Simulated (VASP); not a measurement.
A run of VASP 6.6.1 is set up as follows.

Contents of INCAR:

```
PREC = Accurate
ENCUT = 520
EDIFF = 1E-6
ISMEAR = -1
SIGMA = 0.1
LREAL = False
LASPH = True
NELM = 80
ALGO = Normal
ISIF = 2
LWAVE = False
LCHARG = True
LELF = True
LVHAR = True
NBANDS = 9
```

Contents of KPOINTS:

```
Automatic mesh
0
Gamma
  15 15 15
```

POSCAR

```
Te
1.0
   -1.6553194919      1.6553194919      1.6553194919
    1.6553194919     -1.6553194919      1.6553194919
    1.6553194919      1.6553194919     -1.6553194919
Te
1
Direct
    0.0000000000      0.0000000000      0.0000000000
```

Potentials or basis: VASP PAW LDA potentials, release 64 (Te).

Launch:

```console
$ cat potpaw_LDA.64/Te/POTCAR > POTCAR
$ mpirun -np 1 vasp_std > vasp.out
```

(1) Estimate the band gap on the k mesh.

(2) Predict the pressure.

## Answers

(1) zero (band 3 reaches 21.62 eV, above the bottom of band 4 at 10.58 eV).

(2) 64.0 GPa.

Caveat: spin-orbit coupling is left out, which moves the levels of the heavy elements.
